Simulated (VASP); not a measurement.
Input of a VASP 6.6.1 run:

INCAR

```
ALGO = Normal
EDIFF = 1E-6
ENCUT = 750
GGA = PS
GGA_COMPAT = F
ISIF = 2
ISMEAR = -1
LASPH = T
LCHARG = F
LREAL = F
LWAVE = F
NBANDS = 13
NELM = 120
PREC = Accurate
SIGMA = 0.03
```

File KPOINTS:

```
k-points
0
Gamma
  9 9 9
```

POSCAR

```
Li2S
1.0
    0.0000000000      2.8445000000      2.8445000000
    2.8445000000      0.0000000000      2.8445000000
    2.8445000000      2.8445000000      0.0000000000
Li S
2 1
Direct
    0.2500000000      0.2500000000      0.2500000000
    0.7500000000      0.7500000000      0.7500000000
    0.0000000000      0.0000000000      0.0000000000
```

Potentials or basis: VASP PAW PBE potentials, release 64 (Li_sv, S).

The run is started by

```console
$ cat potpaw_PBE.64/Li_sv/POTCAR potpaw_PBE.64/S/POTCAR > POTCAR
$ mpirun -np 1 vasp_std > vasp.out
```

Problem. Predict the band gap on the k mesh.

Solution. 3.31 eV, indirect (least direct gap 4.12 eV).

Problem. Predict the pressure.

Solution. -0.8 GPa.

Caveat: the PAW data sets were made with another functional, which shifts forces and pressure a little. A k mesh can miss the band edges.
